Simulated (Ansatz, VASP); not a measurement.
## Two plane-wave programs on SnSe2

INCAR

```
SYSTEM = SnSe2
PREC = Accurate
ENCUT = 520
EDIFF = 1E-7
ISMEAR = 0
SIGMA = 0.03
LREAL = .False.
LASPH = .True.
NELM = 80
ALGO = Normal
ISIF = 2
LWAVE = .False.
LCHARG = .False.
GGA = PE
IVDW = 12
NBANDS = 20
```

The input KPOINTS:

```
regular mesh
0
Gamma
  12 12 6
  0 0 0
```

POSCAR

```
SnSe2
1.0
    3.6470961658      0.0000000000      0.0000000000
   -1.8235480829      3.1584779297      0.0000000000
    0.0000000000      0.0000000000      5.7110495550
Sn Se
1 2
Direct
    0.0000000000      0.0000000000      0.0000000000
    0.3333333333      0.6666666667      0.2651529960
    0.6666666667      0.3333333333      0.7348470040
```

Input for Ansatz:

```yaml
crystal:
  lattice:
    - [3.6470961658, 0.0, 0.0]
    - [-1.8235480829, 3.1584779297, 0.0]
    - [0.0, 0.0, 5.711049555]
  atoms:
    - { symbol: Sn, position: [0.0, 0.0, 0.0] }
    - { symbol: Se, position: [0.3333333333, 0.6666666667, 0.265152996] }
    - { symbol: Se, position: [0.6666666667, 0.3333333333, 0.734847004] }
basis:
  ecutwfc: 420
kpoints:
  mp_grid: { grid: [12, 12, 6] }
hamiltonian:
  xc: pbe
  dispersion: d3bj
scf:
  occupations: { method: gaussian, width: 0.03 }
output:
  forces: true
  stress: true
  eigenvalues: true
```

Change from the starting cell: strain -0.050 along x and y, -0.050 along z, atoms carried along.

Alike in both runs: task single point; functional PBE; dispersion D3(BJ); k mesh 12 × 12 × 6; occupations gaussian, width 0.03 eV; no spin polarisation.

```csv
,VASP,Ansatz
version,VASP 6.6.1,Ansatz 0.2.0
potentials or method,"VASP PAW PBE potentials, release 64 (Sn_d, Se), cutoff 520 eV","scalar-relativistic, plane waves, PAW"
valence electrons in the cell,26,46
```

Ansatz gave:

- gap on the k mesh at the Fermi level (eV): 0.49
- least direct gap on the mesh (eV): 1.53
- pressure (GPa): 14.8
- traceless stress, the component that is largest in VASP (GPa): 0.11
- rms of the force components (eV/Å): 0.720

**Question.** What did VASP give for the same quantities?

**Answer.** gap on the k mesh at the Fermi level (eV): 0.48; least direct gap on the mesh (eV): 1.52; pressure (GPa): 15.0; traceless stress, the component that is largest in VASP (GPa): 0.13; rms of the force components (eV/Å): 0.732.

Atom by atom the forces differ by 0.012 eV/Å (rms over components). VASP's potentials hold 26 valence electrons a cell and Ansatz's 46, so a difference there can come from the potentials and not from the codes.
